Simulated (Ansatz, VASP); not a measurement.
One calculation of RbBr, two programs

INCAR

```
ALGO = Normal
EDIFF = 1E-6
ENCUT = 520
GGA = PS
ISIF = 2
ISMEAR = 0
LASPH = True
LCHARG = False
LREAL = False
LWAVE = False
NBANDS = 15
NELM = 80
PREC = Accurate
SIGMA = 0.05
```

KPOINTS

```
k-points
0
Gamma
  6 6 6
```

Contents of POSCAR:

```
RbBr
1.0
    4.1260773000      0.0000000000      0.0000000000
    0.0000000000      4.1260773000      0.0000000000
    0.0000000000      0.0000000000      4.1260773000
Rb Br
1 1
Direct
    0.0000000000      0.0000000000      0.0000000000
    0.5000000000      0.5000000000      0.5090885355
```

Input for Ansatz:

```yaml
crystal:
  lattice:
    - [4.1260773, 0.0, 0.0]
    - [0.0, 4.1260773, 0.0]
    - [0.0, 0.0, 4.1260773]
  atoms:
    - { symbol: Rb, position: [0.0, 0.0, 0.0] }
    - { symbol: Br, position: [0.5, 0.5, 0.5090885355] }
basis:
  ecutwfc: 420
kpoints:
  mp_grid: { grid: [6, 6, 6] }
hamiltonian:
  xc: pbesol
scf:
  occupations: { method: gaussian, width: 0.05 }
output:
  forces: true
  stress: true
  eigenvalues: true
```

Change from the starting cell: all Br atoms moved +0.037 Å, as atom 2 along Cartesian [0 0 1].

Alike in both runs: task single point; functional PBEsol; k mesh 6 × 6 × 6; occupations gaussian, width 0.05 eV; no spin polarisation.

|  | VASP | Ansatz |
| --- | --- | --- |
| version | VASP 6.6.1 | Ansatz 0.2.0 |
| potentials or method | VASP PAW PBE potentials, release 64 (Rb_sv, Br), cutoff 520 eV | scalar-relativistic, plane waves, PAW |
| valence electrons in the cell | 16 | 16 |

|  | VASP | Ansatz | Ansatz less VASP |
| --- | --- | --- | --- |
| gap on the k mesh at the Fermi level (eV) | 3.90 | 3.91 | +0.002 |
| least direct gap on the mesh (eV) | 4.06 | 4.06 | +0.001 |
| pressure (GPa) | -0.6 | -0.6 | -0.03 |
| rms of the force components (eV/Å) | 0.014 | 0.014 | -0.0003 |

VASP's potentials were made for PBE, not for PBEsol. Atom by atom the forces differ by 0.000 eV/Å (rms over components). The functional is the same, so the differences come from potentials, cutoffs and numerics.
